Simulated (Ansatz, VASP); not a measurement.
# Al4Cl: VASP beside Ansatz

```
Al Cl
1.0
    -1.96470    1.96470    6.58502
     1.96470   -1.96470    6.58502
     1.96470    1.96470   -6.58502
Al Cl
4 1
Direct
  0.25000 0.75000 0.50000
  0.75000 0.25000 0.50000
  0.39979 0.39979 0.00000
  0.60021 0.60021 0.00000
  0.00000 0.00000 0.00000
```

Change from the starting cell: species swapped into the SrIn4 type (I4/mmm, No. 139).

Alike in both runs: task relaxation of cell and atoms; functional PBE; k mesh 14 × 14 × 14; occupations gaussian, width 0.1 eV; no spin polarisation.

|  | VASP | Ansatz |
| --- | --- | --- |
| version | VASP 6.6.1 | Ansatz 0.2.0 |
| potentials or method | VASP PAW PBE potentials, release 64 (Al, Cl), cutoff 600 eV | scalar-relativistic, plane waves, PAW |
| valence electrons in the cell | 19 | 19 |

|  | VASP | Ansatz | Ansatz less VASP |
| --- | --- | --- | --- |
| gap on the k mesh at the Fermi level, each at its own relaxed structure (eV) | none | none | - |
| relaxed volume (Å³/atom) | 20.40 | 20.40 | +0.005 |
| relaxed length of the cell vector where the two differ most in proportion (Å) | 7.144 | 7.150 | +0.0051 |

A gap of «none» marks a metal or a gap that the smearing closes.
